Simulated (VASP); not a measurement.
# Cu (I4/mmm) in VASP: further runs

Runs on Cu. Level: r2SCAN. Tasks: single point.

Program: VASP 6.6.1. These are calculated values, not measurements. Logs are shortened: lines on timing, memory, paths and dates and some standing lists are left out, and cuts for length are marked.

## (1) The cell of the first run

The structure is tetragonal, space group I4/mmm (No. 139). The conventional cell has a = 2.799 Å, b = 2.799 Å, c = 2.670 Å, α = 90.00°, β = 90.00°, γ = 90.00°. Within 3.2 Å of Cu (site symmetry 4/mmm) lie 14 Cu at 2.39 to 2.80 Å.

## (2) Single point, r2SCAN (strain -0.030 along x and y, -0.030 along z)

The input, POSCAR:

```
Cu
1.0
   -1.3995095204      1.3995095204      1.3347990065
    1.3995095204     -1.3995095204      1.3347990065
    1.3995095204      1.3995095204     -1.3347990065
Cu
1
Direct
    0.0000000000      0.0000000000      0.0000000000
```

The input, INCAR.step1:

```
SYSTEM = Cu
  PREC = Accurate
  ENCUT = 520
  ISMEAR = 0
  SIGMA = 0.15
  LREAL = .False.
  LASPH = .True.
  NELM = 60
  NBANDS = 12
  GGA = PE
  ALGO = Normal
  EDIFF = 1E-4
  LWAVE = .True.
  LCHARG = .False.
```

The input, INCAR.step2:

```
SYSTEM = Cu
  PREC = Accurate
  ENCUT = 520
  EDIFF = 1E-6
  ISMEAR = 0
  SIGMA = 0.15
  LREAL = .False.
  LASPH = .True.
  NELM = 60
  ALGO = Normal
  ISIF = 2
  LWAVE = .False.
  LCHARG = .False.
  METAGGA = R2SCAN
  LMIXTAU = .True.
  NBANDS = 12
  ISTART = 1
```

The input, KPOINTS:

```
regular mesh
0
Gamma
  24 24 24
  0 0 0
```

Potentials or basis: VASP PAW PBE potentials, release 64 (Cu).

Launch:

```
cat potpaw_PBE.64/Cu/POTCAR > POTCAR
cp INCAR.step1 INCAR
mpirun -np 1 vasp_std > vasp.out
cp INCAR.step2 INCAR
mpirun -np 1 vasp_std > vasp.out
```

OUTCAR:

```text
SYSTEM = Cu
   PREC = Accurate
   ENCUT = 520
   EDIFF = 1E-6
   ISMEAR = 0
   LREAL = .False.
   LASPH = .True.
   NELM = 60
   ISIF = 2
   METAGGA = R2SCAN
   ISTART = 1

 ion  position               nearest neighbor table
   1  0.000  0.000  0.000-

  LATTYP: Found a body centered tetragonal cell.
 ALAT       =     2.7990190408
 C/A-ratio  =     0.9537620052

  Lattice vectors:

 A1 = (  -1.3995095204,   1.3995095204,   1.3347990065)
 A2 = (   1.3995095204,  -1.3995095204,   1.3347990065)
 A3 = (   1.3995095204,   1.3995095204,  -1.3347990065)

Analysis of symmetry for initial positions (statically):
=====================================================================
 Subroutine PRICEL returns:
 Original cell was already a primitive cell.

 Routine SETGRP: Setting up the symmetry group for a
 body centered tetragonal supercell.

 Subroutine GETGRP returns: Found 16 space group operations
 (whereof 16 operations were pure point group operations)
 out of a pool of 16 trial point group operations.

The static configuration has the point symmetry D_4h.

Analysis of symmetry for dynamics (positions and initial velocities):
=====================================================================
 Subroutine PRICEL returns:
 Original cell was already a primitive cell.

 Routine SETGRP: Setting up the symmetry group for a
 body centered tetragonal supercell.

 Subroutine GETGRP returns: Found 16 space group operations
 (whereof 16 operations were pure point group operations)
 out of a pool of 16 trial point group operations.

The dynamic configuration has the point symmetry D_4h.

 Subroutine INISYM returns: Found 16 space group operations
 (whereof 16 operations are pure point group operations),
 and found     1 'primitive' translations

----------------------------------------------------------------------------------------

                                     Primitive cell

  volume of cell :      10.4575

  direct lattice vectors                    reciprocal lattice vectors
    -1.399509520  1.399509520  1.334799006     0.000000000  0.357268023  0.374588232
     1.399509520 -1.399509520  1.334799006     0.357268023  0.000000000  0.374588232
     1.399509520  1.399509520 -1.334799006     0.357268023  0.357268023  0.000000000

  length of vectors
     2.387245732  2.387245732  2.387245732     0.517645423  0.517645423  0.505253284

  position of ions in fractional coordinates (direct lattice)
     0.000000000  0.000000000  0.000000000

  ion indices of the primitive-cell ions
   primitive index   ion index
                 1           1

----------------------------------------------------------------------------------------

 KPOINTS: regular mesh

Automatic generation of k-mesh.
 Grid dimensions read from file:
 generate k-points for:   24   24   24

 Generating k-lattice:

  Cartesian coordinates                     Fractional coordinates (reciprocal lattice)
     0.000000000  0.014886168  0.015607843     0.041666667  0.000000000 -0.000000000
     0.014886168  0.000000000  0.015607843     0.000000000  0.041666667 -0.000000000
     0.014886168  0.014886168  0.000000000     0.000000000  0.000000000  0.041666667

  Length of vectors
     0.021568559  0.021568559  0.021052220

  Shift w.r.t. Gamma in fractional coordinates (k-lattice)
     0.000000000  0.000000000  0.000000000

 Subroutine IBZKPT returns following result:
 ===========================================

 Found   1063 irreducible k-points:

 Following reciprocal coordinates:
            Coordinates               Weight
  0.000000  0.000000  0.000000      1.000000
  0.041667  0.000000 -0.000000      8.000000
  0.083333  0.000000 -0.000000      8.000000
  0.125000  0.000000 -0.000000      8.000000
  0.166667  0.000000 -0.000000      8.000000
  0.208333  0.000000 -0.000000      8.000000
[... 16 lines left out ...]
  0.416667  0.041667  0.000000     16.000000
  0.458333  0.041667  0.000000     16.000000
 [... further k-points ...]
   k-points           NKPTS =   1063   k-points in BZ     NKDIM =   1063   number of bands    NBANDS=     12
   number of dos      NEDOS =    301   number of ions     NIONS =      1
   total plane-waves  NPLWV =   5832
   dimension x,y,z NGX =    18 NGY =   18 NGZ =   18
   dimension x,y,z NGXF=    36 NGYF=   36 NGZF=   36
   ions per type =               1
   NGX,Y,Z   is equivalent  to a cutoff of  12.54, 12.54, 12.54 a.u.
   NGXF,Y,Z  is equivalent  to a cutoff of  25.07, 25.07, 25.07 a.u.
 SYSTEM =  Cu
   PREC   = accura    normal or accurate (medium, high low for compatibility)
   ISTART =      1    job   : 0-new  1-cont  2-samecut
   ICHARG =      0    charge: 1-file 2-atom 10-const
   ISPIN  =      1    spin polarized calculation?
   LNONCOLLINEAR =      F non collinear calculations
   LSORBIT =      F    spin-orbit coupling
   LASPH  =      T    aspherical Exc in radial PAW
   ENCUT  =  520.0 eV  38.22 Ry    6.18 a.u.   4.44  4.44  4.44*2*pi/ulx,y,z
[... 65 lines left out ...]
      7      35.7660      0.00000
      8      35.7660      0.00000
      9      37.1240      0.00000
     10      40.6408      0.00000
     11      41.2199      0.00000
     12      41.5970      0.00000

 k-point     2 :       0.0417    0.0000   -0.0000
  band No.  band energies     occupation
      1      -1.5957      2.00000
      2       5.2173      2.00000
      3       5.4327      2.00000
      4       5.4427      2.00000
      5       6.4307      2.00000
      6       6.6537      2.00000
      7      35.3457      0.00000
      8      35.5999      0.00000
      9      36.5882      0.00000
     10      40.0613      0.00000
     11      40.1893      0.00000
     12      40.5775      0.00000

 k-point     3 :       0.0833    0.0000   -0.0000
  band No.  band energies     occupation
      1      -1.3652      2.00000
      2       5.2113      2.00000
      3       5.4235      2.00000
      4       5.4928      2.00000
      5       6.4302      2.00000
      6       6.6216      2.00000
      7      33.9293      0.00000
      8      35.1806      0.00000
      9      35.5218      0.00000
     10      38.5012      0.00000
     11      39.3392      0.00000
     12      39.9675      0.00000

 k-point     4 :       0.1250    0.0000   -0.0000
  band No.  band energies     occupation
      1      -0.9868      2.00000
      2       5.1591      2.00000
      3       5.4014      2.00000
      4       5.6185      2.00000
      5       6.4277      2.00000
      6       6.5868      2.00000
      7      31.7990      0.00000
      8      34.3849      0.00000
      9      34.6415      0.00000
     10      36.9742      0.00000
     11      38.4826      0.00000
     12      40.0504      0.00000

 k-point     5 :       0.1667    0.0000   -0.0000
  band No.  band energies     occupation
      1      -0.4710      2.00000
      2       5.0695      2.00000
      3       5.3621      2.00000
      4       5.8097      2.00000
      5       6.4238      2.00000
      6       6.5680      2.00000
      7      29.4301      0.00000
      8      33.2230      0.00000
      9      34.0503      0.00000
     10      35.5628      0.00000
     11      37.7800      0.00000
     12      40.5307      0.00000
[... 228 lines left out ...]
      1       2.5650      2.00000
      2       4.5600      2.00000
      3       5.7705      2.00000
      4       6.5007      2.00000
      5       6.7599      2.00000
      6       7.0980      2.00000
      7      19.1111      0.00000
      8      28.4906      0.00000
      9      29.7133      0.00000
     10      33.2374      0.00000
     11      36.7035      0.00000
     12      43.6321      0.00000

 k-point    22 :       0.3750    0.0417   -0.0000
  band No.  band energies     occupation
      1       2.8794      2.00000
      2       4.4770      2.00000
      3       6.2524      2.00000
      4       6.6108      2.00000
      5       6.8469      2.00000
      6       7.4333      2.00000
      7      17.2058      0.00000
      8      27.9493      0.00000
      9      29.0582      0.00000
     10      33.0353      0.00000
     11      36.6199      0.00000
     12      44.4826      0.00000

 k-point    23 :       0.4167    0.0417    0.0000
  band No.  band energies     occupation
      1       3.0177      2.00000
      2       4.4192      2.00000
      3       6.4480      2.00000
      4       6.7301      2.00000
      5       7.1037      2.00000
      6       7.9329      2.00000
      7      15.6245      0.00000
      8      27.5670      0.00000
      9      28.6126      0.00000
     10      32.9087      0.00000
     11      36.5860      0.00000
     12      45.2102      0.00000

 k-point    24 :       0.4583    0.0417    0.0000
  band No.  band energies     occupation
      1       3.0641      2.00000
      2       4.3899      2.00000
      3       6.5031      2.00000
      4       6.7431      2.00000
      5       7.2728      2.00000
      6       8.4484      2.00000
      7      14.6456      0.00000
      8      27.3551      0.00000
      9      28.3914      0.00000
     10      32.8547      0.00000
     11      36.5864      0.00000
     12      45.7808      0.00000

 [... further k-points ...]

------------------------ aborting loop because EDIFF is reached ----------------------------------------

  FORCE on cell =-STRESS in cart. coord.  units (eV):
  Direction    XX          YY          ZZ          XY          YZ          ZX
  --------------------------------------------------------------------------------------
  -------------------------------------------------------------------------------------
  Total        1.2759861      1.2759861      1.3093674      0.0000000     -0.0000000      0.0000000
  in kB      195.4919738    195.4919738    200.6062800      0.0000000     -0.0000000      0.0000000
  external PRESSURE =     197.1967425 kB  Pullay stress =       0.0000000 kB

 VOLUME and BASIS-vectors are now :
 -----------------------------------------------------------------------------
  energy-cutoff  :      520.00
  volume of cell :       10.46
      direct lattice vectors                 reciprocal lattice vectors
    -1.399509520  1.399509520  1.334799006     0.000000000  0.357268023  0.374588232
     1.399509520 -1.399509520  1.334799006     0.357268023  0.000000000  0.374588232
     1.399509520  1.399509520 -1.334799006     0.357268023  0.357268023  0.000000000

 POSITION                                       TOTAL-FORCE (eV/Angst)
 -----------------------------------------------------------------------------------
      0.00000      0.00000      0.00000         0.000000      0.000000     -0.000000
 -----------------------------------------------------------------------------------
    total drift:                                0.000000     -0.000000      0.000000

  FREE ENERGIE OF THE ION-ELECTRON SYSTEM (eV)
  ---------------------------------------------------
  free  energy   TOTEN  =       -10.7313376137 eV

  energy  without entropy=      -10.7275477550  energy(sigma->0) =      -10.72944268
```

It took 4.8 min on 1 thread of AMD EPYC 9R45 (Zen 5), shared host; peak memory 0.2 GiB.

Results:

```
Free energy            : -10.7313 eV
Pressure               : 19.7 GPa
Band gap on the k mesh : zero (an odd number of electrons rules out a gap without spin polarisation)
```

Caveat: the cell differs from its parent crystal (strain -0.030 along x and y, -0.030 along z); the cell stands under pressure; the PAW data sets were made with another functional, which shifts forces and pressure a little.

## (3) Single point, r2SCAN (strain -0.030 along x and y, -0.015 along z)

The input, POSCAR:

```
Cu
1.0
   -1.3995095204      1.3995095204      1.3554402282
    1.3995095204     -1.3995095204      1.3554402282
    1.3995095204      1.3995095204     -1.3554402282
Cu
1
Direct
    0.0000000000      0.0000000000      0.0000000000
```

The input, INCAR.step1:

```
PREC = Accurate
ENCUT = 520
ISMEAR = 0
SIGMA = 0.15
LREAL = F
LASPH = T
NELM = 100
NBANDS = 12
GGA = PE
ALGO = Normal
EDIFF = 1E-4
LWAVE = T
LCHARG = F
```

The input, INCAR.step2:

```
PREC = Accurate
ENCUT = 520
EDIFF = 1E-7
ISMEAR = 0
SIGMA = 0.15
LREAL = F
LASPH = T
NELM = 100
ALGO = Normal
ISIF = 2
LWAVE = F
LCHARG = F
METAGGA = R2SCAN
LMIXTAU = T
NBANDS = 12
ISTART = 1
```

The input, KPOINTS:

```
regular mesh
0
Gamma
  24 24 24
```

Potentials or basis: VASP PAW PBE potentials, release 64 (Cu).

Launch:

```
cat potpaw_PBE.64/Cu/POTCAR > POTCAR
cp INCAR.step1 INCAR
mpirun -np 1 vasp_std > vasp.out
cp INCAR.step2 INCAR
mpirun -np 1 vasp_std > vasp.out
```

It took 5.1 min on 1 thread of AMD EPYC 9R45 (Zen 5), shared host; peak memory 0.21 GiB.

Results (log left out):

```yaml
Free_energy: -10.7496 eV
Pressure: 15.9 GPa
Band_gap_on_the_k_mesh: zero (an odd number of electrons rules out a gap without spin polarisation)
```

Stress tensor (GPa, compression positive):
```
15.83  0.00  0.00
 0.00 15.83  0.00
 0.00  0.00 15.98
```

Levels at points of the mesh, in eV from the Fermi level:
```csv
k point,band 2,band 3,band 4,band 5,band 6,band 7,band 8,band 9,band 10,band 11
"(0.00, 0.00, 0.00)",-3.70,-3.55,-3.55,-2.50,-2.35,26.78,26.78,27.66,31.54,32.27
"(0.50, 0.00, 0.00)",-4.52,-2.43,-2.23,-1.52,-0.82,5.32,18.88,19.55,23.24,26.94
"(0.50, 0.50, 0.00)",-4.34,-2.56,-2.33,-1.54,-1.10,4.94,19.75,20.62,24.10,27.71
"(0.50, 0.50, 0.50)",-5.48,-1.74,-1.74,-1.70,8.71,8.71,10.08,14.46,15.06,18.97
```

Caveat: the cell differs from its parent crystal (strain -0.030 along x and y, -0.015 along z); the cell stands under pressure; the PAW data sets were made with another functional, which shifts forces and pressure a little.

## (4) Single point, r2SCAN (strain -0.030 along x and y, +0.000 along z)

The input, POSCAR:

```
Cu
1.0
   -1.3995095204      1.3995095204      1.3760814500
    1.3995095204     -1.3995095204      1.3760814500
    1.3995095204      1.3995095204     -1.3760814500
Cu
1
Direct
    0.0000000000      0.0000000000      0.0000000000
```

INCAR.step1: that of step 3 with these lines changed.

```diff
@@ -6,3 +6,3 @@
 LASPH = T
-NELM = 100
+NELM = 60
 NBANDS = 12
```

The input, INCAR.step2:

```
PREC = Accurate
ENCUT = 520
EDIFF = 1E-7
ISMEAR = 0
SIGMA = 0.15
LREAL = F
LASPH = T
NELM = 60
ALGO = Normal
ISIF = 2
LWAVE = F
LCHARG = T
METAGGA = R2SCAN
LMIXTAU = T
LELF = T
LVHAR = T
NBANDS = 12
ISTART = 1
```

KPOINTS is that of step 3.

Launch:

```
cat potpaw_PBE.64/Cu/POTCAR > POTCAR
cp INCAR.step1 INCAR
mpirun -np 1 vasp_std > vasp.out
cp INCAR.step2 INCAR
mpirun -np 1 vasp_std > vasp.out
```

Run time: 4.8 min. Hardware: 1 thread of AMD EPYC 9R45 (Zen 5), shared host; peak memory 0.21 GiB.

The run converged. Its results:

```
Free energy            : -10.7641 eV
Pressure               : 12.4 GPa
Band gap on the k mesh : zero (an odd number of electrons rules out a gap without spin polarisation)
```

Levels at points of the mesh, in eV from the Fermi level:
| k point | band 2 | band 3 | band 4 | band 5 | band 6 | band 7 | band 8 | band 9 | band 10 | band 11 |
| --- | --- | --- | --- | --- | --- | --- | --- | --- | --- | --- |
| (0.00, 0.00, 0.00) | -3.59 | -3.52 | -3.52 | -2.43 | -2.35 | 26.79 | 26.79 | 27.24 | 31.46 | 31.83 |
| (0.50, 0.00, 0.00) | -4.41 | -2.40 | -2.23 | -1.51 | -0.82 | 5.17 | 18.89 | 19.51 | 23.16 | 26.78 |
| (0.50, 0.50, 0.00) | -4.32 | -2.47 | -2.28 | -1.52 | -0.97 | 4.97 | 19.34 | 20.06 | 23.61 | 27.18 |
| (0.50, 0.50, 0.50) | -5.39 | -1.72 | -1.72 | -1.70 | 8.85 | 8.85 | 9.57 | 14.50 | 14.84 | 18.59 |

Caveat: the cell differs from its parent crystal (strain -0.030 along x and y, +0.000 along z); the cell stands under pressure; the PAW data sets were made with another functional, which shifts forces and pressure a little.

## (5) Single point, r2SCAN (strain -0.015 along x and y, -0.030 along z)

The input, POSCAR:

```
Cu
1.0
   -1.4211514202      1.4211514202      1.3347990065
    1.4211514202     -1.4211514202      1.3347990065
    1.4211514202      1.4211514202     -1.3347990065
Cu
1
Direct
    0.0000000000      0.0000000000      0.0000000000
```

The input, INCAR.step1:

```
SYSTEM = Cu
PREC = Accurate
ENCUT = 520
ISMEAR = 0
SIGMA = 0.15
LREAL = .FALSE.
LASPH = .TRUE.
NELM = 60
NBANDS = 12
GGA = PE
ALGO = Normal
EDIFF = 1E-4
LWAVE = .TRUE.
LCHARG = .FALSE.
```

The input, INCAR.step2:

```
SYSTEM = Cu
PREC = Accurate
ENCUT = 520
EDIFF = 1E-6
ISMEAR = 0
SIGMA = 0.15
LREAL = .FALSE.
LASPH = .TRUE.
NELM = 60
ALGO = Normal
ISIF = 2
LWAVE = .FALSE.
LCHARG = .FALSE.
METAGGA = R2SCAN
LMIXTAU = .TRUE.
NBANDS = 12
ISTART = 1
```

The input, KPOINTS:

```
Automatic mesh
0
G
  24 24 24
  0 0 0
```

Launch:

```
cat potpaw_PBE.64/Cu/POTCAR > POTCAR
cp INCAR.step1 INCAR
mpirun -np 1 vasp_std > vasp.out
cp INCAR.step2 INCAR
mpirun -np 1 vasp_std > vasp.out
```

Run time: 4.4 min. Hardware: 1 thread of AMD EPYC 9R45 (Zen 5), shared host; peak memory 0.21 GiB.

It converged, with:

- Free energy: -10.7639 eV
- Pressure: 12.6 GPa
- Band gap on the k mesh: zero (an odd number of electrons rules out a gap without spin polarisation)

Stress tensor (GPa, compression positive):
```
12.34  0.00  0.00
 0.00 12.34  0.00
 0.00  0.00 13.03
```

Levels at points of the mesh, in eV from the Fermi level:
| k point | band 2 | band 3 | band 4 | band 5 | band 6 | band 7 | band 8 | band 9 | band 10 | band 11 |
| --- | --- | --- | --- | --- | --- | --- | --- | --- | --- | --- |
| (0.00, 0.00, 0.00) | -3.72 | -3.43 | -3.43 | -2.56 | -2.26 | 26.25 | 26.25 | 28.09 | 30.95 | 31.23 |
| (0.50, 0.00, 0.00) | -4.49 | -2.42 | -2.12 | -1.51 | -0.67 | 5.37 | 18.50 | 19.04 | 22.79 | 26.42 |
| (0.50, 0.50, 0.00) | -4.13 | -2.63 | -2.34 | -1.55 | -1.22 | 4.62 | 20.21 | 21.12 | 24.49 | 27.93 |
| (0.50, 0.50, 0.50) | -5.36 | -1.74 | -1.74 | -1.66 | 8.23 | 8.23 | 10.91 | 14.01 | 14.97 | 19.01 |

Caveat: the cell differs from its parent crystal (strain -0.015 along x and y, -0.030 along z); the cell stands under pressure; the PAW data sets were made with another functional, which shifts forces and pressure a little.

## (6) The runs side by side

```tsv
cell	gap on the mesh (eV)	pressure (GPa)
a = 2.387 Å, angles 108.2, 108.2, 112.0°, 1 atom	none	19.7
a = 2.399 Å, angles 108.6, 108.6, 111.2°, 1 atom	none	15.9
a = 2.411 Å, angles 109.0, 109.0, 110.4°, 1 atom	none	12.4
a = 2.413 Å, angles 107.8, 107.8, 112.8°, 1 atom	none	12.6
```

Alike in all rows: task single point; level r2SCAN; potentials or basis VASP PAW PBE potentials, release 64 (Cu); no spin polarisation; k mesh 24 × 24 × 24; cutoff (eV) 520; smearing gaussian 0.15 eV.

Caveats: the cell stands under pressure; the PAW data sets were made with another functional, which shifts forces and pressure a little.

Absolute energies hang on the potentials; compare differences alone.
